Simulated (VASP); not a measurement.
A run of VASP 6.6.1 is set up as follows.

Contents of INCAR:

```
SYSTEM = Eu
PREC = Accurate ; ENCUT = 520
EDIFF = 1E-7 ; ISMEAR = -1
SIGMA = 0.05 ; LREAL = .FALSE.
LASPH = .TRUE. ; NELM = 150
ALGO = Normal ; ISIF = 2
LWAVE = .FALSE. ; LCHARG = .FALSE.
ISPIN = 2 ; MAGMOM = 6.925
LORBIT = 11 ; LMAXMIX = 6
GGA = CA ; NBANDS = 18
```

File KPOINTS:

```
Automatic mesh
0
G
  4 4 4
  0 0 0
```

The input POSCAR:

```
Eu
1.0
   -2.0544259245      2.0544259245      2.0544259245
    2.0544259245     -2.0544259245      2.0544259245
    2.0544259245      2.0544259245     -2.0544259245
Eu
1
Direct
    0.0000000000      0.0000000000      0.0000000000
```

Potentials or basis: VASP PAW PBE potentials, release 64 (Eu).

Command:

```bash
$ cat potpaw_PBE.64/Eu/POTCAR > POTCAR
$ mpirun -np 1 vasp_std > vasp.out
```

What does it give for the pressure?

0.2 GPa.

What does it give for the net moment?

7.04 μB per cell.

Estimate the band gap on the k mesh.

zero (filled and empty bands overlap).

Caveat: the k points lie up to 0.54 Å⁻¹ apart; the PAW data sets were made with another functional, which shifts forces and pressure a little; spin-orbit coupling is left out, which moves the levels of the heavy elements. The state reached can hang on the start; a lower one may exist.
